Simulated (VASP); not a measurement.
# H12C11S10O6 in VASP: notebook, part 2 of 2

VASP 6.6.1. The steps go on from the part before.

## (3) Single point, PBE

Input file INCAR:

```
SYSTEM = H12C11S10O6
  PREC = Accurate
  ENCUT = 520
  EDIFF = 1E-6
  ISMEAR = -1
  SIGMA = 0.02
  LREAL = Auto
  LASPH = .True.
  NELM = 100
  ALGO = Normal
  ISIF = 2
  LWAVE = .False.
  LCHARG = .True.
  GGA = PE
  LELF = .True.
  LVHAR = .True.
  NBANDS = 101
```

Input file KPOINTS:

```
regular mesh
0
Gamma
  1 1 1
  0 0 0
```

Input file POSCAR:

```
H12C11S10O6
1.0
    8.8484930000      0.0000000000      0.0000000000
    0.0000000000      8.8484930000      0.0000000000
    0.0000000000      0.0000000000      8.8484930000
S C O H
10 11 6 12
Direct
    0.8931577388      0.5137937048      1.1025493268
    0.8882190448      0.3763578725      0.7737701776
    0.5419001857      0.6496021413      0.8256999243
    0.2696504365      0.4891680425      0.6696281502
    0.4572756061      0.3482626929      0.2073573432
    0.5692946810      0.1361587787     -0.0511499529
    0.0407074967      0.7901684502      0.4647345034
   -0.1096457894      0.9284970898      0.1756570300
    0.7381030872     -0.0007345884      0.5980227368
    0.4968755697     -0.0538396764      0.3372099633
    0.9041313589      0.4467088351      0.9329950309
    0.4077078436      0.5645820141      0.7458332170
    0.5308135521      0.2551394910      0.0722495910
   -0.0403006478      0.8583043463      0.3177038169
    0.6127710108     -0.0125897144      0.4672773093
    0.2847942582      0.6577730242      0.2128045985
    0.0868848515      0.8321190964      0.8410810745
    0.8899368514      0.2565521609      0.3920102553
    0.2648586601      0.0469684499      0.6169299111
    0.1652145738      0.2086909036     -0.0227948420
    0.7118952346      0.5920104135      0.4174270127
    0.2794035097      0.7686732645      0.1345991911
   -0.0370119522      0.8944008884      0.8274968404
    0.9921576476      0.2537607251      0.4854951007
    0.3472907760     -0.0005989721      0.7144493418
    0.1395830906      0.2081145343      0.1098266112
    0.6003282141      0.5262817070      0.4645423803
    0.3728205470      0.6319381165      0.2974178767
    0.1983049543      0.5644237951      0.2026672790
    0.1670114900      0.8835176792      0.9271635294
    0.1104481859      0.7274006998      0.7825174298
    0.9181789487      0.2309206777      0.2735607069
    0.7766068188      0.2940048661      0.4288752898
    0.1414817190      0.0393852377      0.6260049028
    0.3064702656      0.1006047018      0.5129687055
    0.2482569631      0.2965476720     -0.0685766492
    0.1248800219      0.1227101609     -0.1015992215
    0.7155907791      0.6964010708      0.3419678357
    0.8277454703      0.5504779175      0.4448780148
```

Potentials or basis: VASP PAW PBE potentials, release 64 (S, C, O, H).

Started as:

```console
cat potpaw_PBE.64/S/POTCAR potpaw_PBE.64/C/POTCAR potpaw_PBE.64/O/POTCAR potpaw_PBE.64/H/POTCAR > POTCAR
mpirun -np 1 vasp_gam > vasp.out
```

Run time: 92 s. Hardware: 1 thread of Intel Xeon 6975P-C (Granite Rapids), shared host; peak memory 0.68 GiB.

The run converged. Its results:

```
Free energy            : -215.3215 eV
Pressure               : 0.6 GPa
Largest force          : 2.569 eV/Å
Band gap on the k mesh : 2.47 eV
```

Forces in eV/Å, atoms in the order of the input:
```
S    0.453 -0.715 -2.188
S    0.345  0.076 -0.088
S   -0.704 -0.530 -0.417
S   -0.328 -0.443 -0.359
S    1.003 -0.546 -1.141
S    0.412  0.225 -0.138
S   -0.660  0.421 -1.415
S   -0.349  0.293 -0.679
S   -1.728  0.041 -1.419
S    0.736  0.533  0.759
C   -0.920  0.799  2.262
C    1.090  0.929  0.760
C   -1.266  0.184  1.243
C    1.281 -0.779  1.899
C    0.788 -0.702  0.745
C   -0.691 -1.770  0.495
C   -0.690  1.629  1.792
C    0.846  0.401  0.601
C   -0.622  0.477 -0.657
C    1.835  0.929 -1.416
C    0.439  0.109 -0.166
O    0.228  1.127 -0.661
O    0.232 -0.251 -0.356
O    0.084 -0.122 -0.066
O    0.724 -0.484  0.840
O   -0.893 -0.215  1.936
O    0.177  0.519 -0.330
H    0.361  0.370  0.236
H    0.109  0.291 -0.022
H   -0.051 -0.838 -0.828
H    0.495 -0.646 -0.421
H   -0.356 -0.087 -0.305
H   -0.346 -0.181 -0.353
H   -0.512  0.067  0.032
H    0.186  0.209 -0.272
H   -0.640 -0.462 -0.112
H   -0.438 -0.271 -0.350
H   -0.604 -0.561  0.487
H   -0.027 -0.023  0.074
```

Stress tensor (GPa, compression positive):
```
 0.63 -0.38 -0.68
-0.38  1.06 -0.51
-0.68 -0.51  0.25
```

Levels at points of the mesh, in eV from the valence-band top:
```
           k point  band 73  band 74  band 75  band 76  band 77  band 78  band 79  band 80
(0.00, 0.00, 0.00)    -0.27    -0.07    -0.02     0.00     2.47     2.71     2.77     2.89
```

Caveat: the k points lie up to 0.71 Å⁻¹ apart.

## (4) Single point, PBE

Input file INCAR:

```
SYSTEM = H12C11S10O6
ALGO = Normal
EDIFF = 1E-6
ENCUT = 520
GGA = PE
ISIF = 2
ISMEAR = -1
LASPH = .True.
LCHARG = .False.
LREAL = Auto
LWAVE = .False.
NBANDS = 101
NELM = 60
PREC = Accurate
SIGMA = 0.02
```

Input file KPOINTS:

```
k-points
0
Gamma
  1 1 1
  0 0 0
```

Input file POSCAR:

```
H12C11S10O6
1.0
    8.8484930000      0.0000000000      0.0000000000
    0.0000000000      8.8484930000      0.0000000000
    0.0000000000      0.0000000000      8.8484930000
S C O H
10 11 6 12
Direct
    0.8661926952      0.5387132023      1.0876428336
    0.8599882488      0.3584452177      0.7899311216
    0.5324183451      0.6377583166      0.8320512883
    0.2693792039      0.4862748945      0.6589483656
    0.4790081204      0.3328702413      0.1965080381
    0.5823025458      0.1131492108     -0.0530598826
    0.0635588456      0.7857270159      0.4551057451
   -0.1273211156      0.9165289502      0.1770470972
    0.7288246710     -0.0075154040      0.6039672518
    0.5070354918     -0.0367633223      0.3356051703
    0.8777539859      0.4493985586      0.9329837295
    0.4005427817      0.5525460663      0.7525462245
    0.5258974607      0.2337008121      0.0568684408
   -0.0301859311      0.8517721605      0.3117366991
    0.6104316294     -0.0262304553      0.4749622337
    0.3062442384      0.6750415014      0.2325480734
    0.0705204830      0.8214167090      0.8740697427
    0.9141895688      0.2647004411      0.3547948786
    0.2916767861      0.1243714608      0.6647007575
    0.1685371735      0.2106008334     -0.0218681305
    0.6904452544      0.5948696575      0.4440530156
    0.2907952801      0.7798955144      0.1453128798
   -0.0199355981      0.8584286612      0.7834102372
    0.9959662058      0.2960052068      0.4558177308
    0.3426007118      0.0345934613      0.7565808099
    0.1628073843      0.2322768408      0.1143019495
    0.5862354188      0.5053967947      0.4406852105
    0.3978756609      0.6814154681      0.3251175087
    0.2345823181      0.5768213864      0.2392949850
    0.0563824823      0.7392671272      0.9637460300
    0.1816241478      0.8634916703      0.8445053864
    0.9669669174      0.2294854050      0.2405155319
    0.7901345461      0.2730860498      0.3635647336
    0.1717693623      0.1541844470      0.6671418512
    0.3627849398      0.1650676562      0.5704022143
    0.2350795780      0.2845795324     -0.1007177154
    0.1236481738      0.1078375719     -0.0664067881
    0.6806808798      0.7039390775      0.3888119706
    0.8037639856      0.5856025427      0.5001077585
```

Started as:

```console
cat potpaw_PBE.64/S/POTCAR potpaw_PBE.64/C/POTCAR potpaw_PBE.64/O/POTCAR potpaw_PBE.64/H/POTCAR > POTCAR
mpirun -np 1 vasp_gam > vasp.out
```

It took 92 s on 1 thread of Intel Xeon 6975P-C (Granite Rapids), shared host; peak memory 0.67 GiB.

Results (log left out):

```yaml
Free_energy: -214.9150 eV
Pressure: 2.4 GPa
Largest_force: 4.879 eV/Å
Band_gap_on_the_k_mesh: 2.33 eV
```

Forces in eV/Å, atoms in the order of the input:
```
S    0.417 -0.406 -0.842
S    0.235 -1.135 -2.118
S   -0.165 -0.256  0.097
S   -0.732 -0.539 -0.343
S    0.071 -0.053 -0.819
S    0.472 -0.851 -1.104
S   -1.380  1.035 -2.149
S    0.744 -0.305  0.865
S   -0.233 -0.173  0.064
S   -0.806 -0.102 -0.535
C   -0.599  1.459  2.912
C    0.844  0.973  0.233
C   -0.207  0.873  2.047
C    0.705 -0.527  1.358
C    0.848  0.464  0.550
C    1.419  1.021  1.466
C    3.274 -0.777  0.647
C   -0.756 -0.863 -3.538
C    0.323 -0.843 -0.316
C    1.040  0.532  0.819
C    0.409  0.433  0.178
O   -0.140 -0.058 -0.659
O   -4.223  0.941 -2.254
O    1.901  0.803  2.790
O    0.017  0.044  0.003
O   -0.166  0.394 -0.173
O    0.318 -0.449  0.431
H   -0.615 -0.258 -0.741
H   -0.703 -0.888 -0.328
H   -0.318 -0.369  0.725
H    1.384  0.071  0.962
H   -0.759  0.159  0.888
H   -0.439 -0.058  0.008
H   -0.475  0.421 -0.107
H   -0.058  0.280 -0.098
H   -0.374  0.034  0.253
H   -0.692 -0.967 -0.830
H   -0.224  0.729 -0.523
H   -0.358 -0.794  0.180
```

Stress tensor (GPa, compression positive):
```
2.75 0.46 0.76
0.46 2.30 0.89
0.76 0.89 2.19
```

Levels at points of the mesh, in eV from the valence-band top:
```
           k point  band 72  band 73  band 74  band 75  band 76  band 77  band 78  band 79  band 80  band 81
(0.00, 0.00, 0.00)    -0.57    -0.47    -0.29    -0.06     0.00     2.33     2.44     2.53     2.61     2.69
```

Caveat: the k points lie up to 0.71 Å⁻¹ apart.
